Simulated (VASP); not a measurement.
# GaSb (zincblende type) (F-43m) in VASP: a series of runs, part 2 of 2

VASP 6.6.1.

### 3 Single point, PBEsol (25.11 Å³/atom)

This run uses another cell than the first one, of 25.11 Å³/atom.

INCAR

```
PREC = Accurate
ENCUT = 520
EDIFF = 1E-7
ISMEAR = -1
SIGMA = 0.05
LREAL = F
LASPH = T
NELM = 100
ALGO = Normal
ISIF = 2
LWAVE = F
LCHARG = F
GGA = PS
NBANDS = 16
```

KPOINTS

```
Automatic mesh
0
Gamma
  11 11 11
```

POSCAR

```
GaSb
1.0
    0.0000000000      2.9281770458      2.9281770458
    2.9281770458      0.0000000000      2.9281770458
    2.9281770458      2.9281770458      0.0000000000
Ga Sb
1 1
Direct
    0.0000000000      0.0000000000      0.0000000000
    0.2500000000      0.2500000000      0.2500000000
```

Potentials or basis: VASP PAW PBE potentials, release 64 (Ga_d, Sb).

Launch:

```
$ cat potpaw_PBE.64/Ga_d/POTCAR potpaw_PBE.64/Sb/POTCAR > POTCAR
$ mpirun -np 1 vasp_std > vasp.out
```

OUTCAR:

```text
PREC = Accurate
   ENCUT = 520
   EDIFF = 1E-7
   ISMEAR = -1
   LREAL = F
   LASPH = T
   NELM = 100
   ISIF = 2
   GGA = PS

 ion  position               nearest neighbor table
   1  0.000  0.000  0.000-   2 2.54   2 2.54   2 2.54   2 2.54
   2  0.250  0.250  0.250-   1 2.54   1 2.54   1 2.54   1 2.54

  LATTYP: Found a face centered cubic cell.
 ALAT       =     5.8563540916

  Lattice vectors:

 A1 = (   0.0000000000,   2.9281770458,   2.9281770458)
 A2 = (   2.9281770458,   0.0000000000,   2.9281770458)
 A3 = (   2.9281770458,   2.9281770458,   0.0000000000)

Analysis of symmetry for initial positions (statically):
=====================================================================
 Subroutine PRICEL returns:
 Original cell was already a primitive cell.

 Routine SETGRP: Setting up the symmetry group for a
 face centered cubic supercell.

 Subroutine GETGRP returns: Found 24 space group operations
 (whereof 24 operations were pure point group operations)
 out of a pool of 48 trial point group operations.

The static configuration has the point symmetry T_d .

Analysis of symmetry for dynamics (positions and initial velocities):
=====================================================================
 Subroutine PRICEL returns:
 Original cell was already a primitive cell.

 Routine SETGRP: Setting up the symmetry group for a
 face centered cubic supercell.

 Subroutine GETGRP returns: Found 24 space group operations
 (whereof 24 operations were pure point group operations)
 out of a pool of 48 trial point group operations.

The dynamic configuration has the point symmetry T_d .

 Subroutine INISYM returns: Found 24 space group operations
 (whereof 24 operations are pure point group operations),
 and found     1 'primitive' translations

----------------------------------------------------------------------------------------

                                     Primitive cell

  volume of cell :      50.2137

  direct lattice vectors                    reciprocal lattice vectors
     0.000000000  2.928177046  2.928177046    -0.170754702  0.170754702  0.170754702
     2.928177046  0.000000000  2.928177046     0.170754702 -0.170754702  0.170754702
     2.928177046  2.928177046  0.000000000     0.170754702  0.170754702 -0.170754702

  length of vectors
     4.141067691  4.141067691  4.141067691     0.295755820  0.295755820  0.295755820

  position of ions in fractional coordinates (direct lattice)
     0.000000000  0.000000000  0.000000000
     0.250000000  0.250000000  0.250000000

  ion indices of the primitive-cell ions
   primitive index   ion index
                 1           1
                 2           2

----------------------------------------------------------------------------------------

 KPOINTS: Automatic mesh

Automatic generation of k-mesh.
 Grid dimensions read from file:
 generate k-points for:   11   11   11

 Generating k-lattice:

  Cartesian coordinates                     Fractional coordinates (reciprocal lattice)
    -0.015523155  0.015523155  0.015523155     0.090909091  0.000000000  0.000000000
     0.015523155 -0.015523155  0.015523155     0.000000000  0.090909091  0.000000000
     0.015523155  0.015523155 -0.015523155     0.000000000  0.000000000  0.090909091

  Length of vectors
     0.026886893  0.026886893  0.026886893

  Shift w.r.t. Gamma in fractional coordinates (k-lattice)
     0.000000000  0.000000000  0.000000000

 Subroutine IBZKPT returns following result:
 ===========================================

 Found     56 irreducible k-points:

 Following reciprocal coordinates:
            Coordinates               Weight
  0.000000  0.000000  0.000000      1.000000
  0.090909  0.000000  0.000000      8.000000
  0.181818  0.000000  0.000000      8.000000
  0.272727  0.000000  0.000000      8.000000
  0.363636  0.000000  0.000000      8.000000
  0.454545  0.000000  0.000000      8.000000
[... 16 lines left out ...]
 -0.272727  0.181818  0.000000     24.000000
 -0.181818  0.181818  0.000000     12.000000
 [... further k-points ...]
   k-points           NKPTS =     56   k-points in BZ     NKDIM =     56   number of bands    NBANDS=     16
   number of dos      NEDOS =    301   number of ions     NIONS =      2
   total plane-waves  NPLWV =  32768
   dimension x,y,z NGX =    32 NGY =   32 NGZ =   32
   dimension x,y,z NGXF=    64 NGYF=   64 NGZF=   64
   ions per type =               1   1
   NGX,Y,Z   is equivalent  to a cutoff of  12.85, 12.85, 12.85 a.u.
   NGXF,Y,Z  is equivalent  to a cutoff of  25.69, 25.69, 25.69 a.u.
 SYSTEM =  unknown system
   PREC   = accura    normal or accurate (medium, high low for compatibility)
   ISTART =      0    job   : 0-new  1-cont  2-samecut
   ICHARG =      2    charge: 1-file 2-atom 10-const
   ISPIN  =      1    spin polarized calculation?
   LNONCOLLINEAR =      F non collinear calculations
   LSORBIT =      F    spin-orbit coupling
   LASPH  =      T    aspherical Exc in radial PAW
   ENCUT  =  520.0 eV  38.22 Ry    6.18 a.u.   7.70  7.70  7.70*2*pi/ulx,y,z
   NELM   =    100;   NELMIN=  2; NELMDL= -5     # of ELM steps
   EDIFF  = 0.1E-06   stopping-criterion for ELM
   LREAL  =      F    real-space projection
   EDIFFG = 0.1E-05   stopping-criterion for IOM
   NSW    =      0    number of steps for IOM
   IBRION =     -1    ionic relax: 0-MD 1-quasi-New 2-CG
   NFREE  =      0    steps in history (QN), initial steepest desc. (CG)
   ISIF   =      2    stress and relaxation
   ISYM   =      2    0-nonsym 1-usesym 2-fastsym
   POTIM  = 0.5000    time-step for ionic-motion
   TEBEG  =    0.0;   TEEND  =   0.0 temperature during run
   PSTRESS=    0.0 pullay stress
   NELECT =      18.0000    total number of electrons
   NUPDOWN=      -1.0000    fix difference up-down
   EMIN   =  10.00;   EMAX   =-10.00  energy-range for DOS
   EFERMI =   0.00;   METHOD = LEGACY
   ISMEAR =    -1;   SIGMA  =   0.05  broadening in eV -4-tet -1-fermi 0-gaus
   EFERMI_NEDOS =   21; number of points for ismear=-14 and -15
   IALGO  =     38    algorithm
   IMIX   =      4    mixing-type and parameters
     AMIX     =   0.40;   BMIX     =  1.00
     AMIX_MAG =   1.60;   BMIX_MAG =  1.00
  volume/ion in A,a.u.               =      25.11       169.43
  Fermi-wavevector in a.u.,A,eV,Ry     =   1.162943  2.197643 18.401007  1.352436
  Thomas-Fermi vector in A             =   2.299498
   LORBIT       =      0    0 simple, 1 ext, 2 COOP (PROOUT), +10 PAW based schemes
   GGA     = PS    functional components
   LHFCALC =     F    Hartree Fock is set to
   AEXX    =    0.0000 exact exchange contribution
   IVDW    =     0    specifies the selected vdW correction
   LEPSILON=     F    determine dielectric tensor
   LRPA    =     F    only Hartree local field effects (RPA)
 non-spin polarized calculation
  energy-cutoff  :      520.00
  volume of cell :       50.21
 maximum number of plane-waves:      1365
   NGX = 15   NGY = 15   NGZ = 15

 number of electron      17.9999998 magnetization

 Free energy of the ion-electron system (eV)
  ---------------------------------------------------
  ext. energy  EPLUGINS =         0.00000000
  ---------------------------------------------------
  free energy    TOTEN  =        -7.98024066 eV

  energy without entropy =       -7.98022128  energy(sigma->0) =       -7.98023097

 E-fermi :   6.4422     XC(G=0):  -9.8491

 val. band max:        6.1723077662   @ k =   0.0000   0.0000   0.0000
 cond. band min:       6.7794964827   @ k =   0.4545   0.4545   0.0000
 fundamental gap:      0.6071887165
 Fermi energy:         6.4421518027

 k-point     1 :       0.0000    0.0000    0.0000
  band No.  band energies     occupation
      1      -9.1455      2.00000
      2      -9.1455      2.00000
      3      -9.1455      2.00000
      4      -9.0710      2.00000
      5      -9.0710      2.00000
      6      -6.3289      2.00000
[... 8 lines left out ...]
     15      15.0286      0.00000
     16      15.0286      0.00000

 k-point     2 :       0.0909    0.0000    0.0000
  band No.  band energies     occupation
      1      -9.1496      2.00000
      2      -9.1439      2.00000
      3      -9.1439      2.00000
      4      -9.0713      2.00000
      5      -9.0713      2.00000
      6      -6.2289      2.00000
[... 8 lines left out ...]
     15      14.2818      0.00000
     16      14.2818      0.00000
[... 387 lines left out ...]
      5      -9.0721      2.00000
      6      -4.7764      2.00000
[... 8 lines left out ...]
     15      15.0634      0.00000
     16      16.9714      0.00000

 k-point    24 :      -0.1818    0.1818    0.0000
  band No.  band energies     occupation
      1      -9.1791      2.00000
      2      -9.1333      2.00000
      3      -9.1303      2.00000
      4      -9.0744      2.00000
      5      -9.0713      2.00000
      6      -5.3105      2.00000
[... 8 lines left out ...]
     15      15.0682      0.00000
     16      15.5382      0.00000

 [... further k-points ...]
[... 5 lines left out ...]
  --------------------------------------------------------------------------------------
  -------------------------------------------------------------------------------------
  Total        2.8483815      2.8483815      2.8483815      0.0000000      0.0000000     -0.0000000
  in kB       90.8838563     90.8838563     90.8838563      0.0000000      0.0000000     -0.0000000
  external PRESSURE =      90.8838563 kB  Pullay stress =       0.0000000 kB

 VOLUME and BASIS-vectors are now :
 -----------------------------------------------------------------------------
  energy-cutoff  :      520.00
  volume of cell :       50.21
      direct lattice vectors                 reciprocal lattice vectors
     0.000000000  2.928177046  2.928177046    -0.170754702  0.170754702  0.170754702
     2.928177046  0.000000000  2.928177046     0.170754702 -0.170754702  0.170754702
     2.928177046  2.928177046  0.000000000     0.170754702  0.170754702 -0.170754702

 POSITION                                       TOTAL-FORCE (eV/Angst)
 -----------------------------------------------------------------------------------
      0.00000      0.00000      0.00000         0.000000      0.000000     -0.000000
      1.46409      1.46409      1.46409        -0.000000     -0.000000      0.000000
 -----------------------------------------------------------------------------------
    total drift:                                0.000000      0.000000      0.000000

  FREE ENERGIE OF THE ION-ELECTRON SYSTEM (eV)
  ---------------------------------------------------
  free  energy   TOTEN  =        -7.9802406586 eV

  energy  without entropy=       -7.9802212821  energy(sigma->0) =       -7.98023097
```

stdout:

```text
POSCAR found type information on POSCAR GaSb
 POSCAR found :  2 types and       2 ions
 scaLAPACK will be used
 -----------------------------------------------------------------------------
|                                                                             |
|                                                                             |
|     You enforced a specific xc type in the INCAR file but a different       |
|     I HOPE YOU KNOW WHAT YOU ARE DOING!                                     |
|                                                                             |
 -----------------------------------------------------------------------------

 LDA part: xc-table for (Slater+PW92), standard interpolation
 POSCAR, INCAR and KPOINTS ok, starting setup
 FFT: planning ... GRIDC
 FFT: planning ... GRID_SOFT
 FFT: planning ... GRID
 WAVECAR not read
 entering main loop
```

Wall time 66 s (1 thread of AMD EPYC 7R13, shared host); peak memory 0.17 GiB.

Results:

```yaml
Free_energy: -7.9802 eV
Pressure: 9.1 GPa
Band_gap_on_the_k_mesh: 0.61 eV (least direct gap 0.97 eV)
```

Caveat: the cell stands under pressure; the PAW data sets were made with another functional, which shifts forces and pressure a little; spin-orbit coupling is left out, which moves the levels of the heavy elements; an odd mesh through Γ misses points on the zone boundary, where band edges can lie.

### 4 Single point, PBEsol

This run uses another cell than the first one, of 25.11 Å³/atom.

INCAR

```
SYSTEM = GaSb
ALGO = Normal ; EDIFF = 1E-6
ENCUT = 520 ; GGA = PS
ISIF = 2 ; ISMEAR = -1
LASPH = .True. ; LCHARG = .False.
LREAL = .False. ; LWAVE = .False.
NBANDS = 16 ; NELM = 100
PREC = Accurate ; SIGMA = 0.05
```

KPOINTS

```
k-points
0
Gamma
  11 11 11
  0 0 0
```

POSCAR is that of step 3.

Launch:

```
$ cat potpaw_PBE.64/Ga_d/POTCAR potpaw_PBE.64/Sb/POTCAR > POTCAR
$ mpirun -np 1 vasp_std > vasp.out
```

It took 61 s on 1 thread of AMD EPYC 7R13, shared host; peak memory 0.17 GiB.

It converged, with:

```yaml
Free_energy: -7.9802 eV
Pressure: 9.1 GPa
Band_gap_on_the_k_mesh: 0.61 eV (least direct gap 0.97 eV)
```

Levels at points of the mesh, in eV from the valence-band top:
| k point | band 6 | band 7 | band 8 | band 9 | band 10 | band 11 | band 12 | band 13 |
| --- | --- | --- | --- | --- | --- | --- | --- | --- |
| (0.00, 0.00, 0.00) | -12.50 | 0.00 | 0.00 | 0.00 | 0.97 | 2.70 | 2.70 | 2.70 |

Caveat: the cell stands under pressure; the PAW data sets were made with another functional, which shifts forces and pressure a little; spin-orbit coupling is left out, which moves the levels of the heavy elements; an odd mesh through Γ misses points on the zone boundary, where band edges can lie.
